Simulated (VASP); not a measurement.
# BeS (Fm-3m) in VASP: a series of runs

The runs below take BeS through single point, relaxation of cell and atoms, with PBEsol.

All numbers are computed with VASP 6.6.1; they aren't measurements. Logs are shortened: lines on timing, memory, paths and dates and some standing lists are left out, and cuts for length are marked.

## Step 1: The cell of the first run

The structure is cubic, space group Fm-3m (No. 225). Conventional cell: a = 4.591 Å, b = 4.591 Å, c = 4.591 Å, α = 90.00°, β = 90.00°, γ = 90.00°. Be (site symmetry m-3m) has 6 S at 2.30 Å within 3.0 Å. Within 3.0 Å of S (site symmetry m-3m) lie 6 Be at 2.30 Å.

## Step 2: Single point, PBEsol

INCAR reads:

```
SYSTEM = BeS
ALGO = Normal
EDIFF = 1E-6
ENCUT = 520
GGA = PS
ISIF = 2
ISMEAR = -1
LASPH = .TRUE.
LCHARG = .FALSE.
LREAL = .FALSE.
LWAVE = .FALSE.
NBANDS = 11
NELM = 80
PREC = Accurate
SIGMA = 0.03
```

KPOINTS reads:

```
k-points
0
G
  8 8 8
  0 0 0
```

POSCAR reads:

```
BeS
1.0
    0.0000000000      2.2955176792      2.2955176792
    2.2955176792      0.0000000000      2.2955176792
    2.2955176792      2.2955176792      0.0000000000
Be S
1 1
Direct
    0.0000000000      0.0000000000      0.0000000000
    0.5000000000      0.5000000000      0.5000000000
```

Potentials or basis: VASP PAW PBE potentials, release 64 (Be, S).

Run with:

```bash
$ cat potpaw_PBE.64/Be/POTCAR potpaw_PBE.64/S/POTCAR > POTCAR
$ mpirun -np 1 vasp_std > vasp.out
```

OUTCAR:

```text
SYSTEM = BeS
   EDIFF = 1E-6
   ENCUT = 520
   GGA = PS
   ISIF = 2
   ISMEAR = -1
   LASPH = .TRUE.
   LREAL = .FALSE.
   NELM = 80
   PREC = Accurate

 ion  position               nearest neighbor table
   1  0.000  0.000  0.000-   2 2.30   2 2.30   2 2.30   2 2.30   2 2.30   2 2.30
   2  0.500  0.500  0.500-   1 2.30   1 2.30   1 2.30   1 2.30   1 2.30   1 2.30

  LATTYP: Found a face centered cubic cell.
 ALAT       =     4.5910353584

  Lattice vectors:

 A1 = (   0.0000000000,   2.2955176792,   2.2955176792)
 A2 = (   2.2955176792,   0.0000000000,   2.2955176792)
 A3 = (   2.2955176792,   2.2955176792,   0.0000000000)

Analysis of symmetry for initial positions (statically):
=====================================================================
 Subroutine PRICEL returns:
 Original cell was already a primitive cell.

 Routine SETGRP: Setting up the symmetry group for a
 face centered cubic supercell.

 Subroutine GETGRP returns: Found 48 space group operations
 (whereof 48 operations were pure point group operations)
 out of a pool of 48 trial point group operations.

The static configuration has the point symmetry O_h .

Analysis of symmetry for dynamics (positions and initial velocities):
=====================================================================
 Subroutine PRICEL returns:
 Original cell was already a primitive cell.

 Routine SETGRP: Setting up the symmetry group for a
 face centered cubic supercell.

 Subroutine GETGRP returns: Found 48 space group operations
 (whereof 48 operations were pure point group operations)
 out of a pool of 48 trial point group operations.

The dynamic configuration has the point symmetry O_h .

 Subroutine INISYM returns: Found 48 space group operations
 (whereof 48 operations are pure point group operations),
 and found     1 'primitive' translations

----------------------------------------------------------------------------------------

                                     Primitive cell

  volume of cell :      24.1920

  direct lattice vectors                    reciprocal lattice vectors
     0.000000000  2.295517679  2.295517679    -0.217815791  0.217815791  0.217815791
     2.295517679  0.000000000  2.295517679     0.217815791 -0.217815791  0.217815791
     2.295517679  2.295517679  0.000000000     0.217815791  0.217815791 -0.217815791

  length of vectors
     3.246352235  3.246352235  3.246352235     0.377268017  0.377268017  0.377268017

  position of ions in fractional coordinates (direct lattice)
     0.000000000  0.000000000  0.000000000
     0.500000000  0.500000000  0.500000000

  ion indices of the primitive-cell ions
   primitive index   ion index
                 1           1
                 2           2

----------------------------------------------------------------------------------------

 KPOINTS: k-points

Automatic generation of k-mesh.
 Grid dimensions read from file:
 generate k-points for:    8    8    8

 Generating k-lattice:

  Cartesian coordinates                     Fractional coordinates (reciprocal lattice)
    -0.027226974  0.027226974  0.027226974     0.125000000  0.000000000  0.000000000
     0.027226974 -0.027226974  0.027226974     0.000000000  0.125000000  0.000000000
     0.027226974  0.027226974 -0.027226974     0.000000000  0.000000000  0.125000000

  Length of vectors
     0.047158502  0.047158502  0.047158502

  Shift w.r.t. Gamma in fractional coordinates (k-lattice)
     0.000000000  0.000000000  0.000000000

 Subroutine IBZKPT returns following result:
 ===========================================

 Found     29 irreducible k-points:

 Following reciprocal coordinates:
            Coordinates               Weight
  0.000000  0.000000  0.000000      1.000000
  0.125000  0.000000  0.000000      8.000000
  0.250000  0.000000  0.000000      8.000000
  0.375000  0.000000  0.000000      8.000000
  0.500000  0.000000  0.000000      4.000000
  0.125000  0.125000  0.000000      6.000000
[... 16 lines left out ...]
  0.500000  0.250000  0.125000     48.000000
 -0.375000  0.250000  0.125000     24.000000
 [... further k-points ...]
   k-points           NKPTS =     29   k-points in BZ     NKDIM =     29   number of bands    NBANDS=     11
   number of dos      NEDOS =    301   number of ions     NIONS =      2
   total plane-waves  NPLWV =  13824
   dimension x,y,z NGX =    24 NGY =   24 NGZ =   24
   dimension x,y,z NGXF=    48 NGYF=   48 NGZF=   48
   ions per type =               1   1
   NGX,Y,Z   is equivalent  to a cutoff of  12.29, 12.29, 12.29 a.u.
   NGXF,Y,Z  is equivalent  to a cutoff of  24.58, 24.58, 24.58 a.u.
 SYSTEM =  BeS
   PREC   = accura    normal or accurate (medium, high low for compatibility)
   ISTART =      0    job   : 0-new  1-cont  2-samecut
   ICHARG =      2    charge: 1-file 2-atom 10-const
   ISPIN  =      1    spin polarized calculation?
   LNONCOLLINEAR =      F non collinear calculations
   LSORBIT =      F    spin-orbit coupling
   LASPH  =      T    aspherical Exc in radial PAW
   ENCUT  =  520.0 eV  38.22 Ry    6.18 a.u.   6.04  6.04  6.04*2*pi/ulx,y,z
   NELM   =     80;   NELMIN=  2; NELMDL= -5     # of ELM steps
   EDIFF  = 0.1E-05   stopping-criterion for ELM
   LREAL  =      F    real-space projection
   EDIFFG = 0.1E-04   stopping-criterion for IOM
   NSW    =      0    number of steps for IOM
   IBRION =     -1    ionic relax: 0-MD 1-quasi-New 2-CG
   NFREE  =      0    steps in history (QN), initial steepest desc. (CG)
   ISIF   =      2    stress and relaxation
   ISYM   =      2    0-nonsym 1-usesym 2-fastsym
   POTIM  = 0.5000    time-step for ionic-motion
   TEBEG  =    0.0;   TEEND  =   0.0 temperature during run
   PSTRESS=    0.0 pullay stress
   NELECT =       8.0000    total number of electrons
   NUPDOWN=      -1.0000    fix difference up-down
   EMIN   =  10.00;   EMAX   =-10.00  energy-range for DOS
   EFERMI =   0.00;   METHOD = LEGACY
   ISMEAR =    -1;   SIGMA  =   0.03  broadening in eV -4-tet -1-fermi 0-gaus
   EFERMI_NEDOS =   21; number of points for ismear=-14 and -15
   IALGO  =     38    algorithm
   IMIX   =      4    mixing-type and parameters
     AMIX     =   0.40;   BMIX     =  1.00
     AMIX_MAG =   1.60;   BMIX_MAG =  1.00
  volume/ion in A,a.u.               =      12.10        81.63
  Fermi-wavevector in a.u.,A,eV,Ry     =   1.132090  2.139339 17.437596  1.281627
  Thomas-Fermi vector in A             =   2.268790
   LORBIT       =      0    0 simple, 1 ext, 2 COOP (PROOUT), +10 PAW based schemes
   GGA     = PS    functional components
   LHFCALC =     F    Hartree Fock is set to
   AEXX    =    0.0000 exact exchange contribution
   IVDW    =     0    specifies the selected vdW correction
   LEPSILON=     F    determine dielectric tensor
   LRPA    =     F    only Hartree local field effects (RPA)
 non-spin polarized calculation
  energy-cutoff  :      520.00
  volume of cell :       24.19
 maximum number of plane-waves:       660
   NGX = 13   NGY = 13   NGZ = 13

 number of electron       8.0000000 magnetization

 Free energy of the ion-electron system (eV)
  ---------------------------------------------------
  ext. energy  EPLUGINS =         0.00000000
  ---------------------------------------------------
  free energy    TOTEN  =        -9.58333935 eV

  energy without entropy =       -9.58333934  energy(sigma->0) =       -9.58333934

 E-fermi :   7.4246     XC(G=0): -10.8369

 val. band max:        6.9080154524   @ k =  -0.1250   0.1250   0.0000
 cond. band min:       7.8977760628   @ k =   0.5000   0.5000   0.0000
 fundamental gap:      0.9897606104
 Fermi energy:         7.4246083879

 k-point     1 :       0.0000    0.0000    0.0000
  band No.  band energies     occupation
      1      -8.4398      2.00000
      2       6.6172      2.00000
      3       6.6172      2.00000
      4       6.6172      2.00000
      5      12.4765      0.00000
      6      15.6449      0.00000
      7      15.6449      0.00000
      8      15.6449      0.00000
      9      16.6235      0.00000
     10      16.6235      0.00000
     11      16.6235      0.00000

 k-point     2 :       0.1250    0.0000    0.0000
  band No.  band energies     occupation
      1      -8.2015      2.00000
      2       5.2282      2.00000
      3       6.5475      2.00000
      4       6.5475      2.00000
      5      12.8468      0.00000
      6      14.6801      0.00000
      7      14.6801      0.00000
      8      15.3688      0.00000
      9      16.4183      0.00000
     10      16.4183      0.00000
     11      17.1318      0.00000

 k-point     3 :       0.2500    0.0000    0.0000
  band No.  band energies     occupation
      1      -7.5261      2.00000
      2       2.7004      2.00000
      3       6.4300      2.00000
      4       6.4300      2.00000
      5      12.0662      0.00000
      6      12.6563      0.00000
      7      12.6563      0.00000
      8      16.8055      0.00000
      9      17.8604      0.00000
     10      18.1211      0.00000
     11      18.1211      0.00000

 k-point     4 :       0.3750    0.0000    0.0000
  band No.  band energies     occupation
      1      -6.6023      2.00000
      2       0.4478      2.00000
      3       6.3831      2.00000
      4       6.3831      2.00000
      5      11.2758      0.00000
      6      11.2758      0.00000
      7      11.2816      0.00000
      8      17.2718      0.00000
      9      20.2434      0.00000
     10      20.6234      0.00000
     11      20.6234      0.00000
[... 239 lines left out ...]
 k-point    22 :       0.3750    0.2500    0.1250
  band No.  band energies     occupation
      1      -6.9366      2.00000
      2       2.5731      2.00000
      3       3.9958      2.00000
      4       5.8194      2.00000
      5      10.6132      0.00000
      6      13.4130      0.00000
      7      13.9693      0.00000
      8      16.2704      0.00000
      9      17.2858      0.00000
     10      20.5274      0.00000
     11      22.2791      0.00000

 k-point    23 :       0.5000    0.2500    0.1250
  band No.  band energies     occupation
      1      -6.0641      2.00000
      2       0.9178      2.00000
      3       3.3584      2.00000
      4       5.1764      2.00000
      5      10.7658      0.00000
      6      12.2510      0.00000
      7      14.7869      0.00000
      8      16.7590      0.00000
      9      18.5875      0.00000
     10      21.8816      0.00000
     11      22.8462      0.00000

 k-point    24 :      -0.3750    0.2500    0.1250
  band No.  band energies     occupation
      1      -5.5686      2.00000
      2       0.0456      2.00000
      3       3.2895      2.00000
      4       4.8098      2.00000
      5      11.2069      0.00000
      6      11.4822      0.00000
      7      14.9394      0.00000
      8      18.2140      0.00000
      9      19.2798      0.00000
     10      20.0432      0.00000
     11      23.7475      0.00000

 [... further k-points ...]

------------------------ aborting loop because EDIFF is reached ----------------------------------------

  FORCE on cell =-STRESS in cart. coord.  units (eV):
  Direction    XX          YY          ZZ          XY          YZ          ZX
  --------------------------------------------------------------------------------------
  -------------------------------------------------------------------------------------
  Total        0.0121207      0.0121207      0.0121207     -0.0000000     -0.0000000     -0.0000000
  in kB        0.8027257      0.8027257      0.8027257     -0.0000000     -0.0000000     -0.0000000
  external PRESSURE =       0.8027257 kB  Pullay stress =       0.0000000 kB

 VOLUME and BASIS-vectors are now :
 -----------------------------------------------------------------------------
  energy-cutoff  :      520.00
  volume of cell :       24.19
      direct lattice vectors                 reciprocal lattice vectors
     0.000000000  2.295517679  2.295517679    -0.217815791  0.217815791  0.217815791
     2.295517679  0.000000000  2.295517679     0.217815791 -0.217815791  0.217815791
     2.295517679  2.295517679  0.000000000     0.217815791  0.217815791 -0.217815791

 POSITION                                       TOTAL-FORCE (eV/Angst)
 -----------------------------------------------------------------------------------
      0.00000      0.00000      0.00000        -0.000000      0.000000     -0.000000
      2.29552      2.29552      2.29552         0.000000     -0.000000      0.000000
 -----------------------------------------------------------------------------------
    total drift:                               -0.000000     -0.000000      0.000000

  FREE ENERGIE OF THE ION-ELECTRON SYSTEM (eV)
  ---------------------------------------------------
  free  energy   TOTEN  =        -9.5833393456 eV

  energy  without entropy=       -9.5833393439  energy(sigma->0) =       -9.58333934
```

It took 15 s on 1 thread of AMD EPYC 7R13, shared host; peak memory 0.1 GiB.

Results:

```
Free energy            : -9.5833 eV
Pressure               : 0.1 GPa
Band gap on the k mesh : 0.99 eV, indirect (least direct gap 4.29 eV)
```

Levels at points of the mesh, in eV from the valence-band top:
| k point | band 1 | band 2 | band 3 | band 4 | band 5 | band 6 | band 7 | band 8 | band 9 |
| --- | --- | --- | --- | --- | --- | --- | --- | --- | --- |
| (0.00, 0.00, 0.00) | -15.35 | -0.29 | -0.29 | -0.29 | 5.57 | 8.74 | 8.74 | 8.74 | 9.72 |
| (0.50, 0.00, 0.00) | -12.97 | -7.47 | -0.52 | -0.52 | 3.87 | 3.87 | 4.09 | 10.43 | 15.66 |
| (0.50, 0.50, 0.00) | -11.85 | -7.06 | -3.30 | -3.30 | 0.99 | 4.08 | 12.02 | 12.02 | 13.92 |

Caveat: the PAW data sets were made with another functional, which shifts forces and pressure a little. A hybrid or GW would open this gap; PBEsol tends to underestimate it.

## Step 3: Relaxation of cell and atoms, PBEsol

This run uses another cell than the first one, of 14.44 Å³/atom, 1.194 times its volume.

INCAR reads:

```
SYSTEM = BeS
  PREC = Accurate
  ENCUT = 600
  EDIFF = 1E-6
  ISMEAR = -1
  SIGMA = 0.03
  LREAL = .False.
  LASPH = .True.
  NELM = 60
  ALGO = Normal
  ISIF = 3
  LWAVE = .False.
  LCHARG = .False.
  GGA = PS
  IBRION = 2
  NSW = 100
  EDIFFG = -0.01
```

KPOINTS reads:

```
Automatic mesh
0
Gamma
  8 8 8
  0 0 0
```

POSCAR reads:

```
BeS
1.0
    0.0000000000      2.4351516500      2.4351516500
    2.4351516500      0.0000000000      2.4351516500
    2.4351516500      2.4351516500      0.0000000000
Be S
1 1
Direct
    0.0000000000      0.0000000000      0.0000000000
    0.5000000000      0.5000000000      0.5000000000
```

Potentials or basis: VASP PAW PBE potentials, release 64 (Be, S).

Run with:

```bash
$ cat potpaw_PBE.64/Be/POTCAR potpaw_PBE.64/S/POTCAR > POTCAR
$ mpirun -np 1 vasp_std > vasp.out
```

It took 41 s on 1 thread of AMD EPYC 7R13, shared host; peak memory 0.12 GiB.

The run converged. Its results:

```
Free energy                            : -9.5839 eV
Relaxed volume                         : 12.10 Å³/atom
Relaxed cell                           : a = 3.247 Å, b = 3.247 Å, c = 3.247 Å, α = 60.00°, β = 60.00°, γ = 60.00°
Space group after relaxing (to 0.05 Å) : Fm-3m (No. 225)
Energy gained by relaxing              : 119.9 meV/atom
Ionic steps                            : 3
Pressure after relaxing                : 0.0 GPa
Band gap on the k mesh                 : 0.99 eV, indirect (least direct gap 4.29 eV)
```

The path:
| step | energy change (eV) | largest force (eV/Å) | pressure (GPa) | volume (Å³) |
| --- | --- | --- | --- | --- |
| 1 | 0.0000 | 0.0000 | -14.29 | 28.88 |
| 2 | -0.2376 | 0.0000 | 1.91 | 23.82 |
| 3 | -0.2399 | 0.0000 | 0.05 | 24.20 |

Final structure:
```yaml
crystal:
  lattice:
    - [0.00000, 2.29587, 2.29587]
    - [2.29587, 0.00000, 2.29587]
    - [2.29587, 2.29587, 0.00000]
  atoms:
    - { symbol: Be, position: [0.00000, 0.00000, 0.00000] }
    - { symbol: S, position: [0.50000, 0.50000, 0.50000] }
```

Levels at points of the mesh, in eV from the valence-band top:
```csv
k point,band 2,band 3,band 4,band 5,band 6,band 7
"(0.00, 0.00, 0.00)",-0.29,-0.29,-0.29,5.56,8.74,8.74
"(0.50, 0.00, 0.00)",-7.46,-0.52,-0.52,3.87,3.87,4.09
"(0.50, 0.50, 0.00)",-7.06,-3.30,-3.30,0.99,4.08,12.02
```

Caveat: the volume moved by over 15 % at a fixed basis, so the end points are rough; the PAW data sets were made with another functional, which shifts forces and pressure a little. A k mesh can miss the band edges.
